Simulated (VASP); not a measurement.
Wanted: the native input for a VASP 6.6.1 run.

| Quantity | Value |
| --- | --- |
| Task | electric field gradients |
| Functional | r2SCAN |
| Potentials or basis | VASP PAW PBE potentials, release 64 (Al, Cu) |
| Cutoff | 520 eV |
| k mesh | 12 × 12 × 12 |
| Occupations | fermi-dirac, width 0.05 eV |
| Spin | no spin polarisation |
| Dipole correction | no |
| Further INCAR settings | ALGO = Normal; EDIFF = 1e-08; NBANDS = 26 |

Crystal: Al2Cu.

```xyz
6
Lattice="-3.0335 3.0335 2.4385 3.0335 -3.0335 2.4385 3.0335 3.0335 -2.4385" Properties=species:S:1:pos:R:3 pbc="T T T"
Al    0.9592    3.9927    0.0000
Al    2.0743    0.9592    0.0000
Al    2.0743   -0.9592    2.4385
Al    0.9592    2.0743    2.4385
Cu    0.0000    0.0000    1.2192
Cu    0.0000    0.0000    3.6578
```

One way to write it, as run:

POSCAR

```
Al2Cu
1.0
   -3.0335000000      3.0335000000      2.4385000000
    3.0335000000     -3.0335000000      2.4385000000
    3.0335000000      3.0335000000     -2.4385000000
Al Cu
4 2
Direct
    0.6581000000      0.1581000000      0.8162000000
    0.1581000000      0.3419000000      0.5000000000
    0.3419000000      0.8419000000      0.1838000000
    0.8419000000      0.6581000000      0.5000000000
    0.2500000000      0.2500000000      0.0000000000
    0.7500000000      0.7500000000      0.0000000000
```

INCAR.step1

```
ALGO     = Normal         # electronic algorithm
EDIFF    = 1E-4           # SCF threshold, eV
ENCUT    = 520            # plane-wave cutoff, eV
GGA      = PE             # functional
ISMEAR   = -1             # smearing method
LASPH    = True           # aspherical terms in the spheres
LCHARG   = False          # write CHGCAR
LREAL    = False          # projectors in reciprocal space
LWAVE    = True           # write WAVECAR
NBANDS   = 26             # bands
NELM     = 80             # most SCF steps
PREC     = Accurate       # precision mode
SIGMA    = 0.05           # smearing width, eV
```

INCAR.step2

```
ALGO     = Normal         # electronic algorithm
EDIFF    = 1E-8           # SCF threshold, eV
ENCUT    = 520            # plane-wave cutoff, eV
ISIF     = 2              # what is computed and relaxed
ISMEAR   = -1             # smearing method
ISTART   = 1            
LASPH    = True           # aspherical terms in the spheres
LCHARG   = False          # write CHGCAR
LEFG     = True         
LMIXTAU  = True         
LREAL    = False          # projectors in reciprocal space
LWAVE    = False          # write WAVECAR
METAGGA  = R2SCAN         # meta-GGA
NBANDS   = 26             # bands
NELM     = 80             # most SCF steps
PREC     = Accurate       # precision mode
SIGMA    = 0.05           # smearing width, eV
```

KPOINTS

```
k-points
0
Gamma
  12 12 12
```

Potentials or basis: VASP PAW PBE potentials, release 64 (Al, Cu).

The run is started by

```bash
$ cat potpaw_PBE.64/Al/POTCAR potpaw_PBE.64/Cu/POTCAR > POTCAR
$ cp INCAR.step1 INCAR
$ mpirun -np 1 vasp_std > vasp.out
$ cp INCAR.step2 INCAR
$ mpirun -np 1 vasp_std > vasp.out
```

Results of the run:

```json
{"Pressure": "-4.1 GPa", "Largest force": "0.098 eV/Å", "Band gap on the k mesh": "zero (bands 17 and 18 overlap by 4.62 eV)", "Largest electric field gradient by atom": "Al -7.7; Cu -29.4 V/Å²"}
```

Caveat: the cell stands under tension; without QUAD_EFG the Cq values of the log hold for a quadrupole moment of 1 mb, not for the nuclei; the PAW data sets were made with another functional, which shifts forces and pressure a little.

Run time: 55 min on 1 thread of Intel Xeon 8259CL, on a shared host, peak memory 0.49 GiB.
